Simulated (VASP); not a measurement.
# SiC5 (P-62m) in VASP: notebook

Runs on SiC5. Level: PBE. Tasks: single point, relaxation of cell and atoms.

Everything below comes from runs of VASP 6.6.1. Logs are shortened: lines on timing, memory, paths and dates and some standing lists are left out, and cuts for length are marked.

## (1) The cell of the first run

It takes space group P-62m (No. 189, hexagonal). The conventional cell has a = 4.406 Å, b = 4.406 Å, c = 4.193 Å, α = 90.00°, β = 90.00°, γ = 120.00°. Si (site symmetry -62m) has 12 C at 2.54 to 2.55 Å within 3.4 Å. C (site symmetry -6) has 9 C at 2.54 to 2.56 Å and 3 Si at 2.54 Å within 3.4 Å. Within 3.3 Å of C (site symmetry m2m) lie 10 C at 2.51 to 2.56 Å and 2 Si at 2.55 Å.

The cell was built from a structure type or drawn by symmetry, and may not be a known phase.

## (2) Single point, PBE

Input file INCAR:

```
ALGO = Normal
EDIFF = 1E-7
ENCUT = 520
GGA = PE
ISIF = 2
ISMEAR = 0
LASPH = T
LCHARG = F
LREAL = F
LWAVE = F
NBANDS = 21
NELM = 80
PREC = Accurate
SIGMA = 0.1
```

Input file KPOINTS:

```
k-points
0
Gamma
  6 6 4
```

Input file POSCAR:

```
SiC5
1.0
    4.4056632600      0.0000000000      0.0000000000
   -2.2028316300      3.8154163000      0.0000000000
    0.0000000000      0.0000000000      4.1929650800
Si C
1 5
Direct
    0.0000000000      0.0000000000      0.5000000000
    0.3333333300      0.6666666700      0.5000000000
    0.0000000000      0.6707944300      0.0000000000
    0.6707944300      0.0000000000      0.0000000000
    0.3292055700      0.3292055700      0.0000000000
    0.6666666700      0.3333333300      0.5000000000
```

Potentials or basis: VASP PAW PBE potentials, release 64 (Si, C).

Started as:

```sh
> cat potpaw_PBE.64/Si/POTCAR potpaw_PBE.64/C/POTCAR > POTCAR
> mpirun -np 1 vasp_std > vasp.out
```

OUTCAR:

```text
EDIFF = 1E-7
   ENCUT = 520
   GGA = PE
   ISIF = 2
   ISMEAR = 0
   LASPH = T
   LREAL = F
   NELM = 80
   PREC = Accurate

 ion  position               nearest neighbor table
   1  0.000  0.000  0.500-   2 2.54   6 2.54   2 2.54   6 2.54   6 2.54   2 2.54   3 2.55   5 2.55
                             5 2.55   3 2.55   4 2.55   4 2.55
   2  0.333  0.667  0.500-   1 2.54   1 2.54   1 2.54
   3  0.000  0.671  0.000-   1 2.55   1 2.55
   4  0.671  0.000  0.000-   1 2.55   1 2.55
   5  0.329  0.329  0.000-   1 2.55   1 2.55
   6  0.667  0.333  0.500-   1 2.54   1 2.54   1 2.54

  LATTYP: Found a hexagonal cell.
 ALAT       =     4.4056632600
 C/A-ratio  =     0.9517216438

  Lattice vectors:

 A1 = (   4.4056632600,   0.0000000000,   0.0000000000)
 A2 = (  -2.2028316300,   3.8154163000,   0.0000000000)
 A3 = (   0.0000000000,   0.0000000000,   4.1929650800)

Analysis of symmetry for initial positions (statically):
=====================================================================
 Subroutine PRICEL returns:
 Original cell was already a primitive cell.

 Routine SETGRP: Setting up the symmetry group for a
 hexagonal supercell.

 Subroutine GETGRP returns: Found 12 space group operations
 (whereof 12 operations were pure point group operations)
 out of a pool of 24 trial point group operations.

The static configuration has the point symmetry D_3h.

Analysis of symmetry for dynamics (positions and initial velocities):
=====================================================================
 Subroutine PRICEL returns:
 Original cell was already a primitive cell.

 Routine SETGRP: Setting up the symmetry group for a
 hexagonal supercell.

 Subroutine GETGRP returns: Found 12 space group operations
 (whereof 12 operations were pure point group operations)
 out of a pool of 24 trial point group operations.

The dynamic configuration has the point symmetry D_3h.

 Subroutine INISYM returns: Found 12 space group operations
 (whereof 12 operations are pure point group operations),
 and found     1 'primitive' translations

----------------------------------------------------------------------------------------

                                     Primitive cell

  volume of cell :      70.4814

  direct lattice vectors                    reciprocal lattice vectors
     4.405663260  0.000000000  0.000000000     0.226980580  0.131047299  0.000000000
    -2.202831630  3.815416300  0.000000000     0.000000000  0.262094598  0.000000000
     0.000000000  0.000000000  4.192965080     0.000000000  0.000000000  0.238494712

  length of vectors
     4.405663260  4.405663257  4.192965080     0.262094597  0.262094598  0.238494712

  position of ions in fractional coordinates (direct lattice)
     0.000000000  0.000000000  0.500000000
     0.333333330  0.666666670  0.500000000
     0.000000000  0.670794430  0.000000000
     0.670794430  0.000000000  0.000000000
     0.329205570  0.329205570  0.000000000
     0.666666670  0.333333330  0.500000000

  ion indices of the primitive-cell ions
   primitive index   ion index
                 1           1
                 2           2
                 3           3
                 4           4
                 5           5
                 6           6

----------------------------------------------------------------------------------------

 KPOINTS: k-points

Automatic generation of k-mesh.
 Grid dimensions read from file:
 generate k-points for:    6    6    4

 Generating k-lattice:

  Cartesian coordinates                     Fractional coordinates (reciprocal lattice)
     0.037830097  0.021841216  0.000000000     0.166666667  0.000000000  0.000000000
     0.000000000  0.043682433  0.000000000     0.000000000  0.166666667  0.000000000
     0.000000000  0.000000000  0.059623678     0.000000000  0.000000000  0.250000000

  Length of vectors
     0.043682433  0.043682433  0.059623678

  Shift w.r.t. Gamma in fractional coordinates (k-lattice)
     0.000000000  0.000000000  0.000000000

 Subroutine IBZKPT returns following result:
 ===========================================

 Found     21 irreducible k-points:

 Following reciprocal coordinates:
            Coordinates               Weight
  0.000000  0.000000  0.000000      1.000000
  0.166667  0.000000  0.000000      6.000000
  0.333333  0.000000  0.000000      6.000000
  0.500000 -0.000000  0.000000      3.000000
  0.166667  0.166667  0.000000      6.000000
  0.333333  0.166667  0.000000     12.000000
[... 13 lines left out ...]
  0.333333  0.166667  0.500000     12.000000
  0.333333  0.333333  0.500000      2.000000
   k-points           NKPTS =     21   k-points in BZ     NKDIM =     21   number of bands    NBANDS=     21
   number of dos      NEDOS =    301   number of ions     NIONS =      6
   total plane-waves  NPLWV =  41472
   dimension x,y,z NGX =    36 NGY =   36 NGZ =   32
   dimension x,y,z NGXF=    72 NGYF=   72 NGZF=   64
   ions per type =               1   5
   NGX,Y,Z   is equivalent  to a cutoff of  13.58, 13.58, 12.69 a.u.
   NGXF,Y,Z  is equivalent  to a cutoff of  27.17, 27.17, 25.38 a.u.
 SYSTEM =  unknown system
   PREC   = accura    normal or accurate (medium, high low for compatibility)
   ISTART =      0    job   : 0-new  1-cont  2-samecut
   ICHARG =      2    charge: 1-file 2-atom 10-const
   ISPIN  =      1    spin polarized calculation?
   LNONCOLLINEAR =      F non collinear calculations
   LSORBIT =      F    spin-orbit coupling
   LASPH  =      T    aspherical Exc in radial PAW
   ENCUT  =  520.0 eV  38.22 Ry    6.18 a.u.   8.19  8.19  7.80*2*pi/ulx,y,z
   NELM   =     80;   NELMIN=  2; NELMDL= -5     # of ELM steps
   EDIFF  = 0.1E-06   stopping-criterion for ELM
   LREAL  =      F    real-space projection
   EDIFFG = 0.1E-05   stopping-criterion for IOM
   NSW    =      0    number of steps for IOM
   IBRION =     -1    ionic relax: 0-MD 1-quasi-New 2-CG
   NFREE  =      0    steps in history (QN), initial steepest desc. (CG)
   ISIF   =      2    stress and relaxation
   ISYM   =      2    0-nonsym 1-usesym 2-fastsym
   POTIM  = 0.5000    time-step for ionic-motion
   TEBEG  =    0.0;   TEEND  =   0.0 temperature during run
   PSTRESS=    0.0 pullay stress
   NELECT =      24.0000    total number of electrons
   NUPDOWN=      -1.0000    fix difference up-down
   EMIN   =  10.00;   EMAX   =-10.00  energy-range for DOS
   EFERMI =   0.00;   METHOD = LEGACY
   ISMEAR =     0;   SIGMA  =   0.10  broadening in eV -4-tet -1-fermi 0-gaus
   EFERMI_NEDOS =   21; number of points for ismear=-14 and -15
   IALGO  =     38    algorithm
   IMIX   =      4    mixing-type and parameters
     AMIX     =   0.40;   BMIX     =  1.00
     AMIX_MAG =   1.60;   BMIX_MAG =  1.00
  volume/ion in A,a.u.               =      11.75        79.27
  Fermi-wavevector in a.u.,A,eV,Ry     =   1.143195  2.160326 17.781392  1.306895
  Thomas-Fermi vector in A             =   2.279891
   LORBIT       =      0    0 simple, 1 ext, 2 COOP (PROOUT), +10 PAW based schemes
   GGA     = PE    functional components
   LHFCALC =     F    Hartree Fock is set to
   AEXX    =    0.0000 exact exchange contribution
   IVDW    =     0    specifies the selected vdW correction
   LEPSILON=     F    determine dielectric tensor
   LRPA    =     F    only Hartree local field effects (RPA)
 non-spin polarized calculation
 Gauss-broadening in eV      SIGMA  =   0.10
  energy-cutoff  :      520.00
  volume of cell :       70.48
 maximum number of plane-waves:      1914
 NGX is ok and might be reduce to    36
   NGX = 17   NGY = 17   NGZ = 15

 number of electron      24.0000000 magnetization

 Free energy of the ion-electron system (eV)
  ---------------------------------------------------
  ext. energy  EPLUGINS =         0.00000000
  ---------------------------------------------------
  free energy    TOTEN  =       -27.07744456 eV

  energy without entropy =      -27.05904280  energy(sigma->0) =      -27.06824368

 E-fermi :   4.2419     XC(G=0): -10.7911

 val. band max:        4.2377840333   @ k =   0.5000  -0.0000   0.2500
 cond. band min:       4.2999237528   @ k =   0.1667   0.1667   0.2500
 fundamental gap:      0.0621397195
 Fermi energy:         4.2418678398

 k-point     1 :       0.0000    0.0000    0.0000
  band No.  band energies     occupation
      1      -9.8505      2.00000
      2      -4.5109      2.00000
      3      -3.1549      2.00000
      4      -3.1549      2.00000
      5      -3.0176      2.00000
      6      -1.1427      2.00000
[... 13 lines left out ...]
     20       8.5599      0.00000
     21       8.5599      0.00000

 k-point     2 :       0.1667    0.0000    0.0000
  band No.  band energies     occupation
      1      -9.6128      2.00000
      2      -4.6454      2.00000
      3      -4.1974      2.00000
      4      -3.5719      2.00000
      5      -2.6294      2.00000
      6      -0.9113      2.00000
[... 13 lines left out ...]
     20       7.8621      0.00000
     21       8.3199      0.00000

 k-point     3 :       0.3333    0.0000    0.0000
  band No.  band energies     occupation
      1      -8.9062      2.00000
      2      -6.2217      2.00000
      3      -4.4757      2.00000
      4      -3.5652      2.00000
      5      -2.8197      2.00000
      6      -0.7532      2.00000
[... 13 lines left out ...]
     20       7.5495      0.00000
     21       8.1944      0.00000
[... 385 lines left out ...]
 k-point    20 :       0.3333    0.1667    0.5000
  band No.  band energies     occupation
      1      -6.6391      2.00000
      2      -6.5360      2.00000
      3      -5.3223      2.00000
      4      -5.1578      2.00000
      5      -4.2161      2.00000
      6      -3.2240      2.00000
[... 13 lines left out ...]
     20       7.2278      0.00000
     21       7.5415      0.00000

 k-point    21 :       0.3333    0.3333    0.5000
  band No.  band energies     occupation
      1      -5.9374      2.00000
      2      -5.7147      2.00000
      3      -5.7147      2.00000
      4      -5.3419      2.00000
      5      -5.3419      2.00000
      6      -4.0815      2.00000
[... 13 lines left out ...]
     20       7.2085      0.00000
     21       7.3843      0.00000

------------------------ aborting loop because EDIFF is reached ----------------------------------------

  FORCE on cell =-STRESS in cart. coord.  units (eV):
  Direction    XX          YY          ZZ          XY          YZ          ZX
  --------------------------------------------------------------------------------------
  -------------------------------------------------------------------------------------
  Total      -13.1187867    -13.1187867    -12.0101233      0.0000000      0.0000000      0.0000000
  in kB     -298.2152013   -298.2152007   -273.0131540      0.0000000      0.0000000      0.0000000
  external PRESSURE =    -289.8145187 kB  Pullay stress =       0.0000000 kB

 VOLUME and BASIS-vectors are now :
 -----------------------------------------------------------------------------
  energy-cutoff  :      520.00
  volume of cell :       70.48
      direct lattice vectors                 reciprocal lattice vectors
     4.405663260  0.000000000  0.000000000     0.226980580  0.131047299  0.000000000
    -2.202831630  3.815416300  0.000000000     0.000000000  0.262094598  0.000000000
     0.000000000  0.000000000  4.192965080     0.000000000  0.000000000  0.238494712

 POSITION                                       TOTAL-FORCE (eV/Angst)
 -----------------------------------------------------------------------------------
      0.00000      0.00000      2.09648        -0.000000     -0.000000      0.000000
     -0.00000      2.54361      2.09648        -0.000000     -0.000000      0.000000
     -1.47765      2.55936      0.00000        -0.109952      0.190442      0.000000
      2.95529      0.00000      0.00000         0.219903     -0.000000     -0.000000
      0.72518      1.25606      0.00000        -0.109952     -0.190442     -0.000000
      2.20283      1.27181      2.09648        -0.000000      0.000000      0.000000
 -----------------------------------------------------------------------------------
    total drift:                                0.000000      0.000000      0.000000

  FREE ENERGIE OF THE ION-ELECTRON SYSTEM (eV)
  ---------------------------------------------------
  free  energy   TOTEN  =       -27.0774445589 eV

  energy  without entropy=      -27.0590428014  energy(sigma->0) =      -27.06824368
```

Run time: 41 s. Hardware: 1 thread of AMD EPYC 9R14 (Zen 4), shared host; peak memory 0.16 GiB.

Results:

```
Free energy            : -27.0774 eV
Pressure               : -29.0 GPa
Largest force          : 0.220 eV/Å
Band gap on the k mesh : zero (bands 12 and 13 overlap by 3.18 eV)
```

Forces on the atoms (eV/Å):
```
Si   0.000  0.000  0.000
C    0.000  0.000  0.000
C   -0.110  0.190  0.000
C    0.220  0.000  0.000
C   -0.110 -0.190  0.000
C    0.000  0.000  0.000
```

Stress tensor (GPa, compression positive):
```
-29.82   0.00   0.00
  0.00 -29.82   0.00
  0.00   0.00 -27.30
```

Levels at points of the mesh, in eV from the Fermi level:
```
           k point  band 8  band 9  band 10  band 11  band 12  band 13  band 14  band 15  band 16  band 17
(0.00, 0.00, 0.00)   -3.58   -3.58    -0.80    -0.80    -0.50     0.38     0.38     0.50     0.50     0.57
(0.50, 0.00, 0.00)   -3.35   -2.88    -1.78    -0.85    -0.27    -0.26     0.58     1.39     1.78     1.89
(0.00, 0.00, 0.50)   -3.43   -3.29    -2.76    -2.04    -2.04    -1.95    -1.95     0.99     1.29     3.40
(0.50, 0.00, 0.50)   -4.48   -0.24    -0.14    -0.07     1.23     1.55     1.60     1.70     2.03     2.52
```

Caveat: the k points lie up to 0.37 Å⁻¹ apart, too coarse for converged energies and pressures of a metal.

## (3) Single point, PBE

This run uses another cell than the first one, of 13.80 Å³/atom.

Input file INCAR:

```
PREC     = Accurate       # precision mode
ENCUT    = 520            # plane-wave cutoff, eV
EDIFF    = 1E-6           # SCF threshold, eV
ISMEAR   = 0              # smearing method
SIGMA    = 0.1            # smearing width, eV
LREAL    = False          # projectors in reciprocal space
LASPH    = True           # aspherical terms in the spheres
NELM     = 80             # most SCF steps
ALGO     = Normal         # electronic algorithm
ISIF     = 2              # what is computed and relaxed
LWAVE    = False          # write WAVECAR
LCHARG   = False          # write CHGCAR
GGA      = PE             # functional
NBANDS   = 21             # bands
```

Input file KPOINTS:

```
Automatic mesh
0
Gamma
  6 6 4
```

Input file POSCAR:

```
SiC5
1.0
    3.5850644920      0.0000000000      0.0000000000
   -1.7925322460      3.1047569242      0.0000000000
    0.0000000000      0.0000000000      7.4364509378
Si C
1 5
Direct
    0.0000000000      0.0000000000      0.5000000000
    0.3333333333      0.6666666667      0.5000000000
    0.0000000000      0.7746795231      0.0000000000
    0.7746795231      0.0000000000      0.0000000000
    0.2253204769      0.2253204769      0.0000000000
    0.6666666667      0.3333333333      0.5000000000
```

Potentials or basis: VASP PAW PBE potentials, release 64 (Si, C).

Started as:

```sh
> cat potpaw_PBE.64/Si/POTCAR potpaw_PBE.64/C/POTCAR > POTCAR
> mpirun -np 1 vasp_std > vasp.out
```

It took 52 s on 1 thread of AMD EPYC 9R14 (Zen 4), shared host; peak memory 0.17 GiB.

Results (log left out):

| Item | Value |
| --- | --- |
| Free energy | -33.6653 eV |
| Pressure | 0.3 GPa |
| Largest force | 0.184 eV/Å |
| Band gap on the k mesh | zero (bands 12 and 13 overlap by 1.50 eV) |

Forces on the atoms (eV/Å):
```
Si   0.000  0.000  0.000
C    0.000  0.000  0.000
C    0.092 -0.159  0.000
C   -0.184  0.000  0.000
C    0.092  0.159  0.000
C    0.000  0.000  0.000
```

Stress tensor (GPa, compression positive):
```
0.39 0.00 0.00
0.00 0.39 0.00
0.00 0.00 0.17
```

Levels at points of the mesh, in eV from the Fermi level:
```
           k point  band 10  band 11  band 12  band 13  band 14  band 15
(0.00, 0.00, 0.00)    -4.30    -2.44    -2.44    -0.57    -0.57     0.64
(0.50, 0.00, 0.00)    -2.30    -1.19     0.67     1.16     1.69     2.90
(0.00, 0.00, 0.50)    -4.30    -2.44    -2.44    -0.58    -0.58     0.80
(0.50, 0.00, 0.50)    -2.21    -1.32     0.68     1.17     1.42     2.83
```

(Part 1 of 2 ends here.)
